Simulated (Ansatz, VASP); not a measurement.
**One calculation of WC, two programs**

```xyz
2
Lattice="3.0165 0.0000 0.0000 -1.5083 2.6124 0.0000 0.0000 0.0000 2.6027" Properties=species:S:1:pos:R:3 pbc="T T T"
W     0.0000    0.0000    0.0000
C     1.5083    0.8708    1.3013
```

Change from the starting cell: strain +0.040 along x and y, -0.080 along z, atoms carried along.

Alike in both runs: task single point; functional PBE; k mesh 18 × 18 × 16; occupations gaussian, width 0.15 eV; no spin polarisation.

|  | VASP | Ansatz |
| --- | --- | --- |
| version | VASP 6.6.1 | Ansatz 0.2.0 |
| potentials or method | VASP PAW PBE potentials, release 64 (W_sv, C), cutoff 520 eV | scalar-relativistic, plane waves, PAW |
| valence electrons in the cell | 18 | 18 |

|  | VASP | Ansatz | Ansatz less VASP |
| --- | --- | --- | --- |
| gap on the k mesh at the Fermi level (eV) | none | none | - |
| pressure (GPa) | 22.2 | 20.9 | -1.36 |
| traceless stress, the component that is largest in VASP (GPa) | 65.31 | 64.77 | -0.533 |

A gap of «none» marks a metal or a gap that the smearing closes.

Spin-orbit coupling is off throughout.
